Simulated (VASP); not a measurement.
# Mo (Pm-3m) in VASP: further runs

Runs on Mo. Level: LDA. Tasks: single point, relaxation of cell and atoms.

Everything below comes from runs of VASP 6.6.1. Logs are shortened: lines on timing, memory, paths and dates and some standing lists are left out, and cuts for length are marked.

## 1. The cell of the first run

It takes space group Pm-3m (No. 221, cubic). Conventional cell: a = 2.311 Å, b = 2.311 Å, c = 2.311 Å, α = 90.00°, β = 90.00°, γ = 90.00°. Mo (site symmetry m-3m) has 6 Mo at 2.31 Å within 3.1 Å.

## 2. Single point, LDA

Input file INCAR:

```
SYSTEM = Mo
PREC = Accurate
ENCUT = 520
EDIFF = 1E-6
ISMEAR = -1
SIGMA = 0.05
LREAL = .FALSE.
LASPH = .TRUE.
NELM = 80
ALGO = Normal
ISIF = 2
LWAVE = .FALSE.
LCHARG = .TRUE.
LELF = .TRUE.
LVHAR = .TRUE.
NBANDS = 13
```

Input file KPOINTS:

```
regular mesh
0
G
  16 16 16
  0 0 0
```

Input file POSCAR:

```
Mo
1.0
    2.3112862624      0.0000000000      0.0000000000
    0.0000000000      2.3112862624      0.0000000000
    0.0000000000      0.0000000000      2.3112862624
Mo
1
Direct
    0.0000000000      0.0000000000      0.0000000000
```

Potentials or basis: VASP PAW LDA potentials, release 64 (Mo_sv).

Command:

```
> cat potpaw_LDA.64/Mo_sv/POTCAR > POTCAR
> mpirun -np 1 vasp_std > vasp.out
```

OUTCAR:

```text
SYSTEM = Mo
   PREC = Accurate
   ENCUT = 520
   EDIFF = 1E-6
   ISMEAR = -1
   LREAL = .FALSE.
   LASPH = .TRUE.
   NELM = 80
   ISIF = 2

 ion  position               nearest neighbor table
   1  0.000  0.000  0.000-

  LATTYP: Found a simple cubic cell.
 ALAT       =     2.3112862624

  Lattice vectors:

 A1 = (   2.3112862624,   0.0000000000,   0.0000000000)
 A2 = (   0.0000000000,   2.3112862624,   0.0000000000)
 A3 = (   0.0000000000,   0.0000000000,   2.3112862624)

Analysis of symmetry for initial positions (statically):
=====================================================================
 Subroutine PRICEL returns:
 Original cell was already a primitive cell.

 Routine SETGRP: Setting up the symmetry group for a
 simple cubic supercell.

 Subroutine GETGRP returns: Found 48 space group operations
 (whereof 48 operations were pure point group operations)
 out of a pool of 48 trial point group operations.

The static configuration has the point symmetry O_h .

Analysis of symmetry for dynamics (positions and initial velocities):
=====================================================================
 Subroutine PRICEL returns:
 Original cell was already a primitive cell.

 Routine SETGRP: Setting up the symmetry group for a
 simple cubic supercell.

 Subroutine GETGRP returns: Found 48 space group operations
 (whereof 48 operations were pure point group operations)
 out of a pool of 48 trial point group operations.

The dynamic configuration has the point symmetry O_h .

 Subroutine INISYM returns: Found 48 space group operations
 (whereof 48 operations are pure point group operations),
 and found     1 'primitive' translations

----------------------------------------------------------------------------------------

                                     Primitive cell

  volume of cell :      12.3470

  direct lattice vectors                    reciprocal lattice vectors
     2.311286262  0.000000000  0.000000000     0.432659518  0.000000000  0.000000000
     0.000000000  2.311286262  0.000000000     0.000000000  0.432659518  0.000000000
     0.000000000  0.000000000  2.311286262     0.000000000  0.000000000  0.432659518

  length of vectors
     2.311286262  2.311286262  2.311286262     0.432659518  0.432659518  0.432659518

  position of ions in fractional coordinates (direct lattice)
     0.000000000  0.000000000  0.000000000

  ion indices of the primitive-cell ions
   primitive index   ion index
                 1           1

----------------------------------------------------------------------------------------

[... 75 lines left out ...]
   ISIF   =      2    stress and relaxation
   ISYM   =      2    0-nonsym 1-usesym 2-fastsym
   POTIM  = 0.5000    time-step for ionic-motion
   TEBEG  =    0.0;   TEEND  =   0.0 temperature during run
   PSTRESS=    0.0 pullay stress
   NELECT =      14.0000    total number of electrons
   NUPDOWN=      -1.0000    fix difference up-down
   EMIN   =  10.00;   EMAX   =-10.00  energy-range for DOS
   EFERMI =   0.00;   METHOD = LEGACY
   ISMEAR =    -1;   SIGMA  =   0.05  broadening in eV -4-tet -1-fermi 0-gaus
   EFERMI_NEDOS =   21; number of points for ismear=-14 and -15
   IALGO  =     38    algorithm
   IMIX   =      4    mixing-type and parameters
     AMIX     =   0.40;   BMIX     =  1.00
     AMIX_MAG =   1.60;   BMIX_MAG =  1.00
  volume/ion in A,a.u.               =      12.35        83.32
  Fermi-wavevector in a.u.,A,eV,Ry     =   1.707119  3.225987 39.650846  2.914255
  Thomas-Fermi vector in A             =   2.786030
   LORBIT       =      0    0 simple, 1 ext, 2 COOP (PROOUT), +10 PAW based schemes
   GGA     = CA    functional components
   LHFCALC =     F    Hartree Fock is set to
   AEXX    =    0.0000 exact exchange contribution
   IVDW    =     0    specifies the selected vdW correction
   LEPSILON=     F    determine dielectric tensor
   LRPA    =     F    only Hartree local field effects (RPA)
 non-spin polarized calculation
  energy-cutoff  :      520.00
  volume of cell :       12.35
 maximum number of plane-waves:       344
 NGX is ok and might be reduce to    18
   NGX =  9   NGY =  9   NGZ =  9

 number of electron      13.9999994 magnetization

 Free energy of the ion-electron system (eV)
  ---------------------------------------------------
  ext. energy  EPLUGINS =         0.00000000
  ---------------------------------------------------
  free energy    TOTEN  =        -9.63862469 eV

  energy without entropy =       -9.63143537  energy(sigma->0) =       -9.63503003

 E-fermi :  16.5109     XC(G=0): -14.8134

 val. band max:       16.5090339030   @ k =   0.5000   0.3125   0.1875
 cond. band min:      16.5153112746   @ k =   0.4375   0.3750   0.1875
 fundamental gap:      0.0062773716
 Fermi energy:        16.5109238359

 k-point     1 :       0.0000    0.0000    0.0000
  band No.  band energies     occupation
      1     -44.9578      2.00000
      2     -17.0198      2.00000
      3     -17.0198      2.00000
      4     -17.0198      2.00000
      5       9.1407      2.00000
      6      10.0162      2.00000
      7      10.0162      2.00000
      8      22.5982      0.00000
      9      22.5982      0.00000
     10      22.5982      0.00000
     11      35.2362      0.00000
     12      35.2362      0.00000
     13      35.2362      0.00000
[... 354 lines left out ...]
  band No.  band energies     occupation
      1     -44.1816      2.00000
      2     -20.7973      2.00000
      3     -17.2206      2.00000
      4     -16.5673      2.00000
      5      11.9507      2.00000
      6      13.6649      2.00000
      7      13.7294      2.00000
      8      17.2424      0.00000
      9      20.1147      0.00000
     10      22.2420      0.00000
     11      30.3659      0.00000
     12      32.4638      0.00000
     13      39.0475      0.00000

 [... further k-points ...]
[... 5 lines left out ...]
  --------------------------------------------------------------------------------------
  -------------------------------------------------------------------------------------
  Total        9.5064675      9.5064675      9.5064675     -0.0000000      0.0000000      0.0000000
  in kB     1233.5834518   1233.5834518   1233.5834518     -0.0000000      0.0000000      0.0000000
  external PRESSURE =    1233.5834518 kB  Pullay stress =       0.0000000 kB

 VOLUME and BASIS-vectors are now :
 -----------------------------------------------------------------------------
  energy-cutoff  :      520.00
  volume of cell :       12.35
      direct lattice vectors                 reciprocal lattice vectors
     2.311286262  0.000000000  0.000000000     0.432659518  0.000000000  0.000000000
     0.000000000  2.311286262  0.000000000     0.000000000  0.432659518  0.000000000
     0.000000000  0.000000000  2.311286262     0.000000000  0.000000000  0.432659518

 POSITION                                       TOTAL-FORCE (eV/Angst)
 -----------------------------------------------------------------------------------
      0.00000      0.00000      0.00000         0.000000      0.000000      0.000000
 -----------------------------------------------------------------------------------
    total drift:                               -0.000000      0.000000     -0.000000

  FREE ENERGIE OF THE ION-ELECTRON SYSTEM (eV)
  ---------------------------------------------------
  free  energy   TOTEN  =        -9.6386246905 eV

  energy  without entropy=       -9.6314353737  energy(sigma->0) =       -9.63503003
```

OSZICAR:

```text
N       E                     dE             d eps       ncg     rms          rms(c)
DAV:   1     0.103327942635E+03    0.10333E+03   -0.79616E+03  4314   0.114E+03
DAV:   2    -0.866858028876E+01   -0.11200E+03   -0.10699E+03  4760   0.331E+02
DAV:   3    -0.990826419148E+01   -0.12397E+01   -0.12369E+01  4900   0.363E+01
DAV:   4    -0.991113052400E+01   -0.28663E-02   -0.28663E-02  4870   0.204E+00
DAV:   5    -0.991114723401E+01   -0.16710E-04   -0.16710E-04  4955   0.143E-01    0.303E+01
DAV:   6    -0.968819830753E+01    0.22295E+00   -0.20512E-01  4440   0.601E+00    0.142E+01
DAV:   7    -0.964100211318E+01    0.47196E-01   -0.74736E-02  4570   0.345E+00    0.148E+00
DAV:   8    -0.963862501330E+01    0.23771E-02   -0.58926E-03  4510   0.104E+00    0.197E-01
DAV:   9    -0.963861759381E+01    0.74195E-05   -0.41583E-05  5080   0.815E-02    0.284E-02
DAV:  10    -0.963862468152E+01   -0.70877E-05   -0.37247E-06  4770   0.227E-02    0.299E-03
DAV:  11    -0.963862469046E+01   -0.89408E-08   -0.11645E-07  2520   0.461E-03
   1 F= -.96386247E+01 E0= -.96350300E+01  d E =-.718932E-02
```

It took 32 s on 1 thread of AMD EPYC 7R13, shared host; peak memory 0.1 GiB.

Results:

* Free energy: -9.6386 eV
* Pressure: 123.4 GPa
* Band gap on the k mesh: zero (band 7 reaches 18.52 eV, above the bottom of band 8 at 15.37 eV)

(Continued in part 2 of 3.)
